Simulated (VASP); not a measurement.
GaN: relaxation of cell and atoms with PBEsol

The system is GaN.

```
Ga N
1.0
     0.00000    2.25350    2.25350
     2.25350    0.00000    2.25350
     2.25350    2.25350    0.00000
Ga N
1 1
Cartesian
  0.0000 0.0000 0.0000
  1.1267 1.1267 1.1267
```

```
Program                : VASP 6.6.1
Task                   : relaxation of cell and atoms
Functional             : PBEsol
Potentials or basis    : VASP PAW PBE potentials, release 64 (Ga_d, N)
Cutoff                 : 600 eV
k mesh                 : 8 × 8 × 8
Occupations            : gaussian, width 0.01 eV
Spin                   : no spin polarisation
Target pressure        : 8 GPa
Dipole correction      : no
Further INCAR settings : ALGO = Normal; EDIFF = 1e-07; IBRION = 2; EDIFFG = -0.005; NSW = 80; ISIF = 3
```

```json
{
  "Relaxed volume": "10.92 Å³/atom",
  "Relaxed cell": "a = 3.137 Å, b = 3.137 Å, c = 3.137 Å, α = 60.00°, β = 60.00°, γ = 60.00°",
  "Space group after relaxing (to 0.1 Å)": "F-43m (No. 216)",
  "Energy change on relaxing (the run minimises the enthalpy)": "+10.0 meV/atom",
  "Ionic steps": "6",
  "Pressure after relaxing": "8.0 GPa",
  "Band gap on the k mesh": "1.98 eV"
}
```

The path:
| step | energy change (eV) | largest force (eV/Å) | pressure (GPa) | volume (Å³) |
| --- | --- | --- | --- | --- |
| 1 | 0.0000 | 0.0000 | -1.51 | 22.89 |
| 2 | 0.1205 | 0.0000 | 21.25 | 20.71 |
| 3 | 0.0196 | 0.0000 | 7.92 | 21.85 |
| 4 | 0.0206 | 0.0000 | 8.14 | 21.82 |
| 5 | 0.0193 | 0.0000 | 7.79 | 21.85 |
| 6 | 0.0201 | 0.0000 | 8.02 | 21.84 |

Final structure:
```
CELL_PARAMETERS angstrom
0.00000 2.21845 2.21845
2.21845 0.00000 2.21845
2.21845 2.21845 0.00000
ATOMIC_POSITIONS crystal
Ga 0.00000 0.00000 0.00000
N 0.25000 0.25000 0.25000
```

Levels at points of the mesh, in eV from the valence-band top:
```
           k point  band 5  band 6  band 7  band 8  band 9  band 10  band 11  band 12  band 13
(0.00, 0.00, 0.00)  -13.08  -13.08    0.00    0.00    0.00     1.98    10.50    10.50    10.50
(0.50, 0.00, 0.00)  -13.03  -11.83   -7.43   -1.04   -1.04     4.88     8.86    10.51    10.51
(0.50, 0.50, 0.00)  -12.99  -11.41   -6.38   -2.91   -2.91     3.23     6.83    11.92    14.38
```

It took 54 s on 1 thread of Intel(R) Xeon(R) Platinum 8488C (Sapphire Rapids) (shared host), peak memory 0.17 GiB.

Caveat: the cell is relaxed towards a set pressure, so the run minimises the enthalpy, not the energy; the PAW data sets were made with another functional, which shifts forces and pressure a little.
